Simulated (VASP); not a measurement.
Write the native input for VASP 6.6.1 that does the following.

| Property | Result |
| --- | --- |
| Task | single point |
| Functional | PBE |
| Potentials or basis | VASP PAW PBE potentials, release 64 (Mg, H) |
| Cutoff | 520 eV |
| k mesh | 12 × 12 × 12 |
| Occupations | gaussian, width 0.1 eV |
| Spin | no spin polarisation |
| Dipole correction | no |
| Further INCAR settings | ALGO = Normal; EDIFF = 1e-06; NBANDS = 19 |

The structure of Mg3H2 lies in POSCAR:

```
Mg3H2
1.0
    2.7929838563      1.6125299813      5.1044986159
   -2.7929838563      1.6125299813      5.1044986159
    0.0000000000     -3.2250599626      5.1044986159
Mg H
6 4
Direct
    0.5832359264      0.9167640736      0.2500000000
    0.2500000000      0.5832359264      0.9167640736
    0.9167640736      0.2500000000      0.5832359264
    0.4167640736      0.0832359264      0.7500000000
    0.7500000000      0.4167640736      0.0832359264
    0.0832359264      0.7500000000      0.4167640736
    0.3294215055      0.3294215055      0.3294215055
    0.1705784945      0.1705784945      0.1705784945
    0.6705784945      0.6705784945      0.6705784945
    0.8294215055      0.8294215055      0.8294215055
```

These files were run (other wordings do the same):

INCAR

```
SYSTEM = Mg3H2
PREC = Accurate
ENCUT = 520
EDIFF = 1E-6
ISMEAR = 0
SIGMA = 0.1
LREAL = .FALSE.
LASPH = .TRUE.
NELM = 100
ALGO = Normal
ISIF = 2
LWAVE = .FALSE.
LCHARG = .TRUE.
GGA = PE
LELF = .TRUE.
LVHAR = .TRUE.
NBANDS = 19
```

KPOINTS

```
Automatic mesh
0
G
  12 12 12
  0 0 0
```

Potentials or basis: VASP PAW PBE potentials, release 64 (Mg, H).

The run is started by

```sh
$ cat potpaw_PBE.64/Mg/POTCAR potpaw_PBE.64/H/POTCAR > POTCAR
$ mpirun -np 1 vasp_std > vasp.out
```

Results of the run:

```json
{
 "Pressure": "-0.2 GPa",
 "Largest force": "0.008 eV/Å",
 "Band gap on the k mesh": "zero (bands 8 and 9 overlap by 2.25 eV)"
}
```

It took 6 min on 1 thread of AMD EPYC 9R45 96-Core Processor (Zen 5), with other jobs on the host, peak memory 0.58 GiB.
